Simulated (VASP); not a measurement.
A run of VASP 6.6.1 is set up as follows.

POSCAR

```
Ge
1.0
   -2.5728614614      2.5616103304      1.4156956132
    2.5728614614     -2.5616103304      1.4156956132
    2.5728614614      2.5616103304     -1.4156956132
Ge
2
Direct
    0.1208074704      0.8708074704      0.2500000000
    0.8791925296      0.1291925296      0.7500000000
```

The input INCAR.step1:

```
  ALGO = Normal
  EDIFF = 1E-4
  ENCUT = 520
  GGA = PE
  ISMEAR = 1
  LASPH = True
  LCHARG = False
  LREAL = False
  LWAVE = True
  NBANDS = 21
  NELM = 100
  PREC = Accurate
  SIGMA = 0.1
```

File INCAR.step2:

```
  ALGO = Normal
  EDIFF = 1E-6
  ENCUT = 520
  ISIF = 2
  ISMEAR = 1
  ISTART = 1
  LASPH = True
  LCHARG = True
  LELF = True
  LMIXTAU = True
  LREAL = False
  LVHAR = True
  LWAVE = False
  METAGGA = R2SCAN
  NBANDS = 21
  NELM = 100
  PREC = Accurate
  SIGMA = 0.1
```

The input KPOINTS:

```
k-points
0
Gamma
  12 12 12
```

Potentials or basis: VASP PAW PBE potentials, release 64 (Ge_d).

Run with:

```bash
$ cat potpaw_PBE.64/Ge_d/POTCAR > POTCAR
$ cp INCAR.step1 INCAR
$ mpirun -np 1 vasp_std > vasp.out
$ cp INCAR.step2 INCAR
$ mpirun -np 1 vasp_std > vasp.out
```

Q: What does it give for the band gap on the k mesh?

A: Zero (bands 14 and 15 overlap by 5.49 eV).

Q: What does it give for the largest force?

A: 0.003 eV/Å.

Q: Estimate the pressure.

A: -0.2 GPa.

Stress tensor (GPa, compression positive):
```
-0.20  0.00  0.00
 0.00 -0.17  0.00
 0.00  0.00 -0.27
```

Caveat: the PAW data sets were made with another functional, which shifts forces and pressure a little.
